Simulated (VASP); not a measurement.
# InSb (rocksalt type) (Fm-3m) in VASP: further runs, part 2 of 3

VASP 6.6.1. The steps go on from the part before.

## (3) Single point, PBE

This run uses another cell than the first one, of 29.09 Å³/atom, 1.613 times its volume.

Contents of INCAR:

```
PREC = Accurate
ENCUT = 520
EDIFF = 1E-7
ISMEAR = -1
SIGMA = 0.1
LREAL = False
LASPH = True
NELM = 80
ALGO = Normal
ISIF = 2
LWAVE = False
LCHARG = False
GGA = PE
NBANDS = 16
```

Contents of KPOINTS:

```
Automatic mesh
0
Gamma
  12 12 12
```

Contents of POSCAR:

```
InSb
1.0
    0.0000000000      3.0755483222      3.0755483222
    3.0755483222      0.0000000000      3.0755483222
    3.0755483222      3.0755483222      0.0000000000
In Sb
1 1
Direct
    0.0000000000      0.0000000000      0.0000000000
    0.5000000000      0.5000000000      0.5000000000
```

Potentials or basis: VASP PAW PBE potentials, release 64 (In_d, Sb).

Command:

```
cat potpaw_PBE.64/In_d/POTCAR potpaw_PBE.64/Sb/POTCAR > POTCAR
mpirun -np 1 vasp_std > vasp.out
```

OUTCAR:

```text
PREC = Accurate
   ENCUT = 520
   EDIFF = 1E-7
   ISMEAR = -1
   LREAL = False
   LASPH = True
   NELM = 80
   ISIF = 2
   GGA = PE

 ion  position               nearest neighbor table
   1  0.000  0.000  0.000-   2 3.08   2 3.08   2 3.08   2 3.08   2 3.08   2 3.08
   2  0.500  0.500  0.500-   1 3.08   1 3.08   1 3.08   1 3.08   1 3.08   1 3.08

  LATTYP: Found a face centered cubic cell.
 ALAT       =     6.1510966444

  Lattice vectors:

 A1 = (   0.0000000000,   3.0755483222,   3.0755483222)
 A2 = (   3.0755483222,   0.0000000000,   3.0755483222)
 A3 = (   3.0755483222,   3.0755483222,   0.0000000000)

Analysis of symmetry for initial positions (statically):
=====================================================================
 Subroutine PRICEL returns:
 Original cell was already a primitive cell.

 Routine SETGRP: Setting up the symmetry group for a
 face centered cubic supercell.

 Subroutine GETGRP returns: Found 48 space group operations
 (whereof 48 operations were pure point group operations)
 out of a pool of 48 trial point group operations.

The static configuration has the point symmetry O_h .

Analysis of symmetry for dynamics (positions and initial velocities):
=====================================================================
 Subroutine PRICEL returns:
 Original cell was already a primitive cell.

 Routine SETGRP: Setting up the symmetry group for a
 face centered cubic supercell.

 Subroutine GETGRP returns: Found 48 space group operations
 (whereof 48 operations were pure point group operations)
 out of a pool of 48 trial point group operations.

The dynamic configuration has the point symmetry O_h .

 Subroutine INISYM returns: Found 48 space group operations
 (whereof 48 operations are pure point group operations),
 and found     1 'primitive' translations

----------------------------------------------------------------------------------------

                                     Primitive cell

  volume of cell :      58.1832

  direct lattice vectors                    reciprocal lattice vectors
     0.000000000  3.075548322  3.075548322    -0.162572637  0.162572637  0.162572637
     3.075548322  0.000000000  3.075548322     0.162572637 -0.162572637  0.162572637
     3.075548322  3.075548322  0.000000000     0.162572637  0.162572637 -0.162572637

  length of vectors
     4.349482149  4.349482149  4.349482149     0.281584067  0.281584067  0.281584067

  position of ions in fractional coordinates (direct lattice)
     0.000000000  0.000000000  0.000000000
     0.500000000  0.500000000  0.500000000

  ion indices of the primitive-cell ions
   primitive index   ion index
                 1           1
                 2           2

----------------------------------------------------------------------------------------

 KPOINTS: Automatic mesh

Automatic generation of k-mesh.
 Grid dimensions read from file:
 generate k-points for:   12   12   12

 Generating k-lattice:

  Cartesian coordinates                     Fractional coordinates (reciprocal lattice)
    -0.013547720  0.013547720  0.013547720     0.083333333  0.000000000  0.000000000
     0.013547720 -0.013547720  0.013547720     0.000000000  0.083333333  0.000000000
     0.013547720  0.013547720 -0.013547720     0.000000000  0.000000000  0.083333333

  Length of vectors
     0.023465339  0.023465339  0.023465339

  Shift w.r.t. Gamma in fractional coordinates (k-lattice)
     0.000000000  0.000000000  0.000000000

 Subroutine IBZKPT returns following result:
 ===========================================

 Found     72 irreducible k-points:

 Following reciprocal coordinates:
            Coordinates               Weight
  0.000000  0.000000  0.000000      1.000000
  0.083333  0.000000  0.000000      8.000000
  0.166667  0.000000  0.000000      8.000000
  0.250000  0.000000  0.000000      8.000000
  0.333333  0.000000  0.000000      8.000000
  0.416667  0.000000  0.000000      8.000000
[... 16 lines left out ...]
  0.500000  0.166667  0.000000     24.000000
 -0.416667  0.166667  0.000000     24.000000
 [... further k-points ...]
   k-points           NKPTS =     72   k-points in BZ     NKDIM =     72   number of bands    NBANDS=     16
   number of dos      NEDOS =    301   number of ions     NIONS =      2
   total plane-waves  NPLWV =  32768
   dimension x,y,z NGX =    32 NGY =   32 NGZ =   32
   dimension x,y,z NGXF=    64 NGYF=   64 NGZF=   64
   ions per type =               1   1
   NGX,Y,Z   is equivalent  to a cutoff of  12.23, 12.23, 12.23 a.u.
   NGXF,Y,Z  is equivalent  to a cutoff of  24.46, 24.46, 24.46 a.u.
 SYSTEM =  unknown system
   PREC   = accura    normal or accurate (medium, high low for compatibility)
   ISTART =      0    job   : 0-new  1-cont  2-samecut
   ICHARG =      2    charge: 1-file 2-atom 10-const
   ISPIN  =      1    spin polarized calculation?
   LNONCOLLINEAR =      F non collinear calculations
   LSORBIT =      F    spin-orbit coupling
   LASPH  =      T    aspherical Exc in radial PAW
   ENCUT  =  520.0 eV  38.22 Ry    6.18 a.u.   8.09  8.09  8.09*2*pi/ulx,y,z
   NELM   =     80;   NELMIN=  2; NELMDL= -5     # of ELM steps
   EDIFF  = 0.1E-06   stopping-criterion for ELM
   LREAL  =      F    real-space projection
   EDIFFG = 0.1E-05   stopping-criterion for IOM
   NSW    =      0    number of steps for IOM
   IBRION =     -1    ionic relax: 0-MD 1-quasi-New 2-CG
   NFREE  =      0    steps in history (QN), initial steepest desc. (CG)
   ISIF   =      2    stress and relaxation
   ISYM   =      2    0-nonsym 1-usesym 2-fastsym
   POTIM  = 0.5000    time-step for ionic-motion
   TEBEG  =    0.0;   TEEND  =   0.0 temperature during run
   PSTRESS=    0.0 pullay stress
   NELECT =      18.0000    total number of electrons
   NUPDOWN=      -1.0000    fix difference up-down
   EMIN   =  10.00;   EMAX   =-10.00  energy-range for DOS
   EFERMI =   0.00;   METHOD = LEGACY
   ISMEAR =    -1;   SIGMA  =   0.10  broadening in eV -4-tet -1-fermi 0-gaus
   EFERMI_NEDOS =   21; number of points for ismear=-14 and -15
   IALGO  =     38    algorithm
   IMIX   =      4    mixing-type and parameters
     AMIX     =   0.40;   BMIX     =  1.00
     AMIX_MAG =   1.60;   BMIX_MAG =  1.00
  volume/ion in A,a.u.               =      29.09       196.32
  Fermi-wavevector in a.u.,A,eV,Ry     =   1.107218  2.092339 16.679811  1.225932
  Thomas-Fermi vector in A             =   2.243729
   LORBIT       =      0    0 simple, 1 ext, 2 COOP (PROOUT), +10 PAW based schemes
   GGA     = PE    functional components
[... 5 lines left out ...]
 non-spin polarized calculation
  energy-cutoff  :      520.00
  volume of cell :       58.18
 maximum number of plane-waves:      1592
   NGX = 17   NGY = 17   NGZ = 17

 number of electron      18.0000005 magnetization

 Free energy of the ion-electron system (eV)
  ---------------------------------------------------
  ext. energy  EPLUGINS =         0.00000000
  ---------------------------------------------------
  free energy    TOTEN  =        -6.68462905 eV

  energy without entropy =       -6.64357829  energy(sigma->0) =       -6.66410367

 E-fermi :   6.5481     XC(G=0):  -9.6996

 val. band max:        6.5267719682   @ k =   0.5000   0.0833   0.0000
 cond. band min:       6.5556493688   @ k =   0.1667   0.0000   0.0000
 fundamental gap:      0.0288774006
 Fermi energy:         6.5481478908

 k-point     1 :       0.0000    0.0000    0.0000
  band No.  band energies     occupation
      1      -7.8505      2.00000
      2      -7.8505      2.00000
      3      -7.8221      2.00000
      4      -7.8221      2.00000
      5      -7.8221      2.00000
      6      -4.3226      2.00000
[... 8 lines left out ...]
     15      12.7171      0.00000
     16      12.7171      0.00000

 k-point     2 :       0.0833    0.0000    0.0000
  band No.  band energies     occupation
      1      -7.8522      2.00000
      2      -7.8522      2.00000
      3      -7.8221      2.00000
      4      -7.8207      2.00000
      5      -7.8207      2.00000
      6      -4.2497      2.00000
[... 8 lines left out ...]
     15      12.9096      0.00000
     16      12.9096      0.00000
[... 387 lines left out ...]
      5      -7.7921      2.00000
      6      -2.4444      2.00000
[... 8 lines left out ...]
     15      16.9276      0.00000
     16      17.0421      0.00000

 k-point    24 :      -0.4167    0.1667    0.0000
  band No.  band energies     occupation
      1      -7.8973      2.00000
      2      -7.8736      2.00000
      3      -7.8180      2.00000
      4      -7.8008      2.00000
      5      -7.7940      2.00000
      6      -2.3753      2.00000
[... 8 lines left out ...]
     15      15.7330      0.00000
     16      15.8303      0.00000

 [... further k-points ...]
[... 5 lines left out ...]
  --------------------------------------------------------------------------------------
  -------------------------------------------------------------------------------------
  Total       -0.0125458     -0.0125458     -0.0125458      0.0000000      0.0000000     -0.0000000
  in kB       -0.3454716     -0.3454716     -0.3454716      0.0000000      0.0000000     -0.0000000
  external PRESSURE =      -0.3454716 kB  Pullay stress =       0.0000000 kB

 VOLUME and BASIS-vectors are now :
 -----------------------------------------------------------------------------
  energy-cutoff  :      520.00
  volume of cell :       58.18
      direct lattice vectors                 reciprocal lattice vectors
     0.000000000  3.075548322  3.075548322    -0.162572637  0.162572637  0.162572637
     3.075548322  0.000000000  3.075548322     0.162572637 -0.162572637  0.162572637
     3.075548322  3.075548322  0.000000000     0.162572637  0.162572637 -0.162572637

 POSITION                                       TOTAL-FORCE (eV/Angst)
 -----------------------------------------------------------------------------------
      0.00000      0.00000      0.00000        -0.000000      0.000000     -0.000000
      3.07555      3.07555      3.07555         0.000000     -0.000000      0.000000
 -----------------------------------------------------------------------------------
    total drift:                                0.000000     -0.000000     -0.000000

  FREE ENERGIE OF THE ION-ELECTRON SYSTEM (eV)
  ---------------------------------------------------
  free  energy   TOTEN  =        -6.6846290451 eV

  energy  without entropy=       -6.6435782888  energy(sigma->0) =       -6.66410367
```

OSZICAR:

```text
N       E                     dE             d eps       ncg     rms          rms(c)
DAV:   1     0.110722547774E+03    0.11072E+03   -0.80097E+03  2304   0.117E+03
DAV:   2     0.856682317317E-02   -0.11071E+03   -0.10721E+03  2568   0.289E+02
DAV:   3    -0.655936690815E+01   -0.65679E+01   -0.65069E+01  3032   0.704E+01
DAV:   4    -0.672754074044E+01   -0.16817E+00   -0.16813E+00  2800   0.122E+01
DAV:   5    -0.673578008269E+01   -0.82393E-02   -0.82392E-02  3408   0.229E+00    0.318E+00
DAV:   6    -0.668530784315E+01    0.50472E-01   -0.10579E-01  3040   0.515E+00    0.177E+00
DAV:   7    -0.668415665234E+01    0.11512E-02   -0.25699E-02  3384   0.185E+00    0.515E-01
DAV:   8    -0.668453394484E+01   -0.37729E-03   -0.26214E-03  2888   0.650E-01    0.118E-01
DAV:   9    -0.668462565441E+01   -0.91710E-04   -0.19048E-04  3208   0.151E-01    0.500E-02
DAV:  10    -0.668462640930E+01   -0.75489E-06   -0.11006E-05  3000   0.291E-02    0.124E-02
DAV:  11    -0.668462900534E+01   -0.25960E-05   -0.40735E-06  2864   0.192E-02    0.862E-03
DAV:  12    -0.668462923363E+01   -0.22829E-06   -0.10717E-07  2136   0.252E-03    0.346E-03
DAV:  13    -0.668462894888E+01    0.28474E-06   -0.11441E-07  2256   0.310E-03    0.175E-03
DAV:  14    -0.668462904513E+01   -0.96247E-07   -0.83854E-09  1440   0.707E-04
   1 F= -.66846290E+01 E0= -.66641037E+01  d E =-.410508E-01
```

stdout:

```text
POSCAR found type information on POSCAR InSb
 POSCAR found :  2 types and       2 ions
 scaLAPACK will be used
 LDA part: xc-table for (Slater+PW92), standard interpolation
 POSCAR, INCAR and KPOINTS ok, starting setup
 FFT: planning ... GRIDC
 FFT: planning ... GRID_SOFT
 FFT: planning ... GRID
 WAVECAR not read
 entering main loop
```

Run time: 20 s. Hardware: 1 thread of Intel Xeon 6975P-C (Granite Rapids), shared host; peak memory 0.22 GiB.

Results:

```
Free energy            : -6.6846 eV
Pressure               : 0.0 GPa
Band gap on the k mesh : zero (band 9 reaches 7.14 eV, above the bottom of band 10 at 4.48 eV)
```

Caveat: spin-orbit coupling is left out, which moves the levels of the heavy elements.

[end of part 2 of 3]
